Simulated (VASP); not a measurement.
Here is a VASP 6.6.1 calculation.

File INCAR:

```
PREC     = Accurate       # precision mode
ENCUT    = 520            # plane-wave cutoff, eV
EDIFF    = 1E-6           # SCF threshold, eV
ISMEAR   = 0              # smearing method
SIGMA    = 0.025          # smearing width, eV
LREAL    = False          # projectors in reciprocal space
LASPH    = True           # aspherical terms in the spheres
NELM     = 60             # most SCF steps
ALGO     = Normal         # electronic algorithm
ISIF     = 2              # what is computed and relaxed
LWAVE    = False          # write WAVECAR
LCHARG   = False          # write CHGCAR
GGA      = PE             # functional
IVDW     = 12             # dispersion correction
NBANDS   = 47             # bands
```

File KPOINTS:

```
Automatic mesh
0
Gamma
  5 5 3
```

The input POSCAR:

```
MnCoSnH
1.0
    3.7812250000      0.0000000000      0.0000000000
    0.0000000000      3.7812250000      0.0000000000
    0.0000000000      0.0000000000      7.2395490000
Mn H Sn Co
2 2 2 2
Direct
    0.2500000000      0.2500000000      0.6709000000
    0.7500000000      0.7500000000      0.3291000000
    0.2500000000      0.7500000000      0.5000000000
    0.7500000000      0.2500000000      0.5000000000
    0.2500000000      0.2500000000      0.1643000000
    0.7500000000      0.7500000000      0.8357000000
    0.7500000000      0.2500000000      0.0000000000
    0.2500000000      0.7500000000      0.0000000000
```

Potentials or basis: VASP PAW PBE potentials, release 64 (Mn_pv, H, Sn_d, Co).

Launch:

```bash
$ cat potpaw_PBE.64/Mn_pv/POTCAR potpaw_PBE.64/H/POTCAR potpaw_PBE.64/Sn_d/POTCAR potpaw_PBE.64/Co/POTCAR > POTCAR
$ mpirun -np 1 vasp_std > vasp.out
```

(1) What does it give for the band gap on the k mesh?

(2) Estimate the pressure.

(3) Predict the largest force.

(4) What does it give for the dispersion energy per atom?

Results:

(1) zero (bands 37 and 38 overlap by 0.21 eV).

(2) 9.3 GPa.

(3) 7.880 eV/Å.

(4) -0.392 eV.

Caveat: three body term missing; the cell stands under pressure; spin-orbit coupling is left out, which moves the levels of the heavy elements; the run has no spin polarisation, though such a crystal can be magnetic; forces of over 1 eV/Å act on the atoms, so gaps and moduli don't describe the material at rest.
